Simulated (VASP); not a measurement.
## LiH17O9: single point with r2SCAN

The system is LiH17O9.

```
CELL_PARAMETERS angstrom
7.17388 0.00000 0.00000
0.00000 7.17388 0.00000
0.00000 0.00000 7.17388
ATOMIC_POSITIONS crystal
O 0.90107 0.34511 0.06692
O 0.96302 0.84356 0.89546
O 0.52842 0.58590 0.20894
O 0.35744 0.74253 0.91246
O 0.68801 0.98891 0.39754
O 0.42777 0.07540 0.70930
O 0.94657 0.40250 0.68893
O 0.92725 0.68457 0.39555
O 0.64718 0.55614 0.78550
H 0.96615 0.37249 0.95039
H 0.95418 0.22579 0.11499
H 0.09022 0.79858 0.88254
H 0.92957 0.82367 0.02798
H 0.46176 0.65992 0.11547
H 0.43865 0.54003 0.29058
H 0.40827 0.85974 0.86234
H 0.43979 0.65560 0.83822
H 0.62470 0.89348 0.32097
H 0.78851 0.91550 0.44757
H 0.32749 0.00933 0.64307
H 0.53833 0.07049 0.61730
H 0.98979 0.27319 0.67618
H 0.81111 0.41959 0.70668
H 0.84130 0.59344 0.33704
H 0.95120 0.62610 0.51545
H 0.72172 0.67277 0.79362
Li 0.64480 0.43728 0.01153
```

```
Program             : VASP 6.6.1
Task                : single point
Functional          : r2SCAN
Potentials or basis : VASP PAW PBE potentials, release 64 (O_h, H_h, Li_sv)
Cutoff              : 910 eV
k mesh              : 1 × 1 × 1
Occupations         : fermi-dirac, width 0.05 eV
Spin                : no spin polarisation
```

```json
{"Pressure": "-1.9 GPa", "Largest force": "2.129 eV/Å"}
```

Forces in eV/Å, atoms in the order of the input:
```
O    0.432 -1.339  0.754
O   -0.496  0.117  1.037
O    1.476  0.339 -1.029
O    0.277  0.320 -0.476
O   -0.950 -0.257 -0.616
O    0.986 -0.541 -1.603
O    1.836 -0.960 -0.191
O   -0.663 -0.766 -0.297
O    0.132  0.959  0.264
H   -0.116  0.005 -0.138
H   -0.744  1.460 -0.627
H    0.044 -0.190  0.326
H    0.566  0.087 -1.254
H   -0.469  0.354 -0.361
H   -1.185 -0.551  1.245
H   -0.308  0.014  0.392
H    0.219 -0.226  0.149
H    0.388  0.732  0.659
H    0.410 -0.446  0.035
H    0.816  0.556  0.279
H   -1.800 -0.144  1.128
H   -0.813  0.928 -0.107
H   -0.700  0.198  0.227
H    0.766  0.852  0.481
H    0.072 -0.178 -0.098
H   -0.550 -1.204 -0.160
Li   0.373 -0.119 -0.019
```

Stress tensor (GPa, compression positive):
```
-1.44 -0.48 -0.08
-0.48 -2.35 -0.35
-0.08 -0.35 -1.77
```

Levels at points of the mesh, in eV from the Fermi level:
| k point | band 35 | band 36 | band 37 | band 38 | band 39 | band 40 |
| --- | --- | --- | --- | --- | --- | --- |
| (0.00, 0.00, 0.00) | -2.77 | -1.48 | -1.35 | 2.52 | 5.27 | 5.37 |

It took 6.7 min on 1 thread of Intel(R) Xeon(R) Platinum 8259CL CPU @ 2.50GHz (Skylake/Cascade Lake), with other jobs on the host, peak memory 0.82 GiB.

Caveat: the k points lie up to 0.88 Å⁻¹ apart, too coarse for converged energies, forces and pressures; the PAW data sets were made with another functional, which shifts forces and pressure a little.
